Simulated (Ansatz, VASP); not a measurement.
Li5Os in VASP and in Ansatz

```
Li Os
1.0
     3.20722    0.00000    0.00000
    -1.60361    2.77754    0.00000
     0.00000    0.00000    5.61588
Li Os
5 1
Direct
  0.41542 0.06724 0.50000
  0.93276 0.34818 0.50000
  0.65182 0.58458 0.50000
  0.33333 0.66667 0.29450
  0.33333 0.66667 0.70550
  0.33333 0.66667 0.50000
```

Alike in both runs: task single point; functional PBE; k mesh 6 × 6 × 4; occupations gaussian, width 0.1 eV; no spin polarisation.

|  | VASP | Ansatz |
| --- | --- | --- |
| version | VASP 6.6.1 | Ansatz 0.2.0 |
| potentials or method | VASP PAW PBE potentials, release 64 (Li_sv, Os_sv_GW), cutoff 880 eV | scalar-relativistic, plane waves, PAW |
| valence electrons in the cell | 31 | 31 |

|  | VASP | Ansatz | Ansatz less VASP |
| --- | --- | --- | --- |
| gap on the k mesh at the Fermi level (eV) | none | none | - |
| rms of the force components (eV/Å) | 8.222 | 36.978 | +28.7564 |

Atom by atom the forces differ by 29.795 eV/Å (rms over components). A gap of «none» marks a metal or a gap that the smearing closes. The functional is the same, so the differences come from potentials, cutoffs and numerics.

The k mesh is coarse, so the values compare programs but aren't converged. Neither program's run includes spin-orbit coupling.
